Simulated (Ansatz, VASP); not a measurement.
One calculation of LiF, two programs

The input POSCAR:

```
LiF
1.0
   -0.0179035560      1.9969169007      1.9969169007
    1.9969169007     -0.0179035560      1.9969169007
    1.9969169007      1.9969169007     -0.0179035560
Li F
1 1
Direct
    0.0000000000      0.0000000000      0.0000000000
    0.5000000000      0.5000000000      0.5000000000
```

File INCAR.step1:

```
  PREC = Accurate
  ENCUT = 520
  ISMEAR = 0
  SIGMA = 0.01
  LREAL = False
  LASPH = True
  NELM = 100
  NBANDS = 12
  GGA = PE
  ALGO = Normal
  EDIFF = 1E-4
  LWAVE = True
  LCHARG = False
```

Contents of INCAR.step2:

```
  PREC = Accurate
  ENCUT = 520
  EDIFF = 1E-6
  ISMEAR = 0
  SIGMA = 0.01
  LREAL = False
  LASPH = True
  NELM = 100
  ALGO = Normal
  ISIF = 2
  LWAVE = False
  LCHARG = False
  METAGGA = R2SCAN
  LMIXTAU = True
  NBANDS = 12
  ISTART = 1
```

Contents of KPOINTS:

```
regular mesh
0
Gamma
  10 10 10
```

Input for Ansatz:

```yaml
crystal:
  lattice:
    - [-0.017903556, 1.9969169007, 1.9969169007]
    - [1.9969169007, -0.017903556, 1.9969169007]
    - [1.9969169007, 1.9969169007, -0.017903556]
  atoms:
    - { symbol: Li, position: [0.0, 0.0, 0.0] }
    - { symbol: F, position: [0.5, 0.5, 0.5] }
kpoints:
  mp_grid: { grid: [10, 10, 10] }
  band_path:
    path:
      - [0.0, 0.0, 0.0]
      - [0.5, 0.0, 0.5]
      - [0.625, 0.25, 0.625]
      - [0.375, 0.375, 0.75]
      - [0.5, 0.5, 0.5]
      - [0.5, 0.25, 0.75]
      - [0.0375, 0.0375, 0.075]
    npoints: 1
hamiltonian:
  xc: r2scan
scf:
  occupations: { method: fixed }
  n_extra_bands: 4
output:
  forces: true
  stress: true
  eigenvalues: true
```

Change from the starting cell: epitaxial_111 strain +1.0%.

Alike in both runs: task single point; functional r2SCAN; k mesh 10 × 10 × 10; no spin polarisation.

|  | VASP | Ansatz |
| --- | --- | --- |
| version | VASP 6.6.1 | Ansatz 0.2.0 |
| potentials or method | VASP PAW PBE potentials, release 64 (Li_sv, F) | plane waves, PAW |
| plane-wave cutoff (eV) | 520 | 500 |
| occupations | gaussian, width 0.01 eV | fixed |
| valence electrons in the cell | 10 | 10 |

```tsv
	VASP	Ansatz	Ansatz less VASP
gap on the k mesh at the Fermi level (eV)	10.34	10.12	-0.215
```

VASP's potentials were made for PBE, not for r2SCAN.

Noted on VASP's run: the cutoff is short for stress, so the pressure is rough.
